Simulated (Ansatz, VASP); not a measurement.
## Two plane-wave programs on RbCdI3

```
Rb Cd I
1.0
     5.83190    0.00000    0.00000
     0.00000    5.83190    0.00000
     0.00000    0.00000    6.04613
Rb Cd I
1 1 3
Direct
  0.00000 0.00000 0.00000
  0.50000 0.50000 0.50000
  0.50000 0.50000 0.00000
  0.50000 0.00000 0.50000
  0.00000 0.50000 0.50000
```

Change from the starting cell: epitaxial_xy strain -2.0%.

Alike in both runs: task single point; functional r2SCAN; k mesh 4 × 4 × 4; occupations fermi-dirac, width 0.02 eV; no spin polarisation.

|  | VASP | Ansatz |
| --- | --- | --- |
| version | VASP 6.6.1 | Ansatz 0.2.0 |
| potentials or method | VASP PAW PBE potentials, release 64 (Rb_sv, Cd, I) | plane waves, PAW |
| plane-wave cutoff (eV) | 520 | 500 |
| valence electrons in the cell | 42 | 80 |

Ansatz gave:

```
pressure (GPa)                                                : 0.6
traceless stress, the component that is largest in VASP (GPa) : -0.65
```

Problem. What did VASP give for the same quantities?

Solution. Pressure (GPa): 0.7; traceless stress, the component that is largest in VASP (GPa): -0.67.

VASP's potentials were made for PBE, not for r2SCAN. VASP's potentials hold 42 valence electrons a cell and Ansatz's 80, so a difference there can come from the potentials and not from the codes.

Neither program's run includes spin-orbit coupling.
